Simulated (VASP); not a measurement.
Set up this calculation in VASP 6.6.1, as the native input.

| Quantity | Value |
| --- | --- |
| Task | single point |
| Functional | PBE |
| Potentials or basis | VASP PAW PBE potentials, release 64 (Be, H) |
| Cutoff | 520 eV |
| k mesh | 6 × 4 × 1 |
| Occupations | gaussian, width 0.1 eV |
| Spin | no spin polarisation |
| Dipole correction | yes |
| Further INCAR settings | LREAL = Auto; ALGO = Normal; EDIFF = 1e-07; NBANDS = 42 |

The structure of Be24H lies in POSCAR:

```
Be24H
1.0
    4.5254381414      0.0000000000      0.0000000000
    0.0000000000      7.1336190818      0.0000000000
    0.0000000000      0.0000000000     19.8685529777
Be H
24 1
Direct
    0.0000000000      0.3750000000      0.2013231665
    0.0000000000      0.8750000000      0.2013231665
    0.5000000000      0.3750000000      0.2013231665
    0.5000000000      0.8750000000      0.2013231665
    0.2500000000      0.1250000000      0.2341987732
    0.2500000000      0.6250000000      0.2341987732
    0.7500000000      0.1250000000      0.2341987732
    0.7500000000      0.6250000000      0.2341987732
    0.2500000000      0.3750000000      0.2999499865
    0.2500000000      0.8750000000      0.2999499865
    0.7500000000      0.3750000000      0.2999499865
    0.7500000000      0.8750000000      0.2999499865
    0.0000000000      0.1250000000      0.3268353583
    0.0000000000      0.6250000000      0.3268353583
    0.5000000000      0.1250000000      0.3268353583
    0.5000000000      0.6250000000      0.3268353583
    0.0000000000      0.3750000000      0.3993099146
    0.0000000000      0.8750000000      0.3993099146
    0.5000000000      0.3750000000      0.3993099146
    0.5000000000      0.8750000000      0.3993099146
    0.2500000000      0.1250000000      0.4211958962
    0.2500000000      0.6250000000      0.4211958962
    0.7500000000      0.1250000000      0.4211958962
    0.7500000000      0.6250000000      0.4211958962
    0.5000000000      0.1875000000      0.4673854273
```

The input as run:

INCAR

```
  PREC = Accurate
  ENCUT = 520
  EDIFF = 1E-7
  ISMEAR = 0
  SIGMA = 0.1
  LREAL = Auto
  LASPH = T
  NELM = 80
  ALGO = Normal
  ISIF = 2
  LWAVE = F
  LCHARG = F
  LDIPOL = T
  IDIPOL = 3
  DIPOL = 0.5 0.5 0.320
  GGA = PE
  NBANDS = 42
```

KPOINTS

```
Automatic mesh
0
Gamma
  6 4 1
```

Potentials or basis: VASP PAW PBE potentials, release 64 (Be, H).

The run is started by

```bash
$ cat potpaw_PBE.64/Be/POTCAR potpaw_PBE.64/H/POTCAR > POTCAR
$ mpirun -np 1 vasp_std > vasp.out
```

Results of the run:

```
Largest force          : 0.783 eV/Å
Band gap on the k mesh : zero (an odd number of electrons rules out a gap without spin polarisation)
```

Wall time 16 min on 1 thread of Intel(R) Xeon(R) Platinum 8259CL CPU @ 2.50GHz (Skylake/Cascade Lake), with other jobs on the host, peak memory 0.68 GiB.
